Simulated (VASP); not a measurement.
Input of a VASP 6.6.1 run:

The input INCAR:

```
  PREC = Accurate
  ENCUT = 520
  EDIFF = 1E-6
  ISMEAR = 0
  SIGMA = 0.1
  LREAL = False
  LASPH = True
  NELM = 60
  ALGO = Normal
  ISIF = 2
  LWAVE = False
  LCHARG = False
  LDIPOL = True
  IDIPOL = 3
  DIPOL = 0.5 0.5 0.500
  GGA = PE
  IVDW = 12
  NBANDS = 11
```

KPOINTS

```
Automatic mesh
0
Gamma
  21 21 1
```

File POSCAR:

```
C
1.0
    2.4230000000      0.0000000000      0.0000000000
   -1.2115000000      2.0983795534      0.0000000000
    0.0000000000      0.0000000000     26.0024170307
C
2
Direct
    0.6666666667      0.3333333333      0.5000000000
    0.3333333333      0.6666666667      0.5000000000
```

Potentials or basis: VASP PAW PBE potentials, release 64 (C).

Launch:

```console
$ cat potpaw_PBE.64/C/POTCAR > POTCAR
$ mpirun -np 1 vasp_std > vasp.out
```

Predict the band gap on the k mesh.

zero (filled and empty bands touch).

Estimate the dispersion energy per atom.

-0.089 eV.
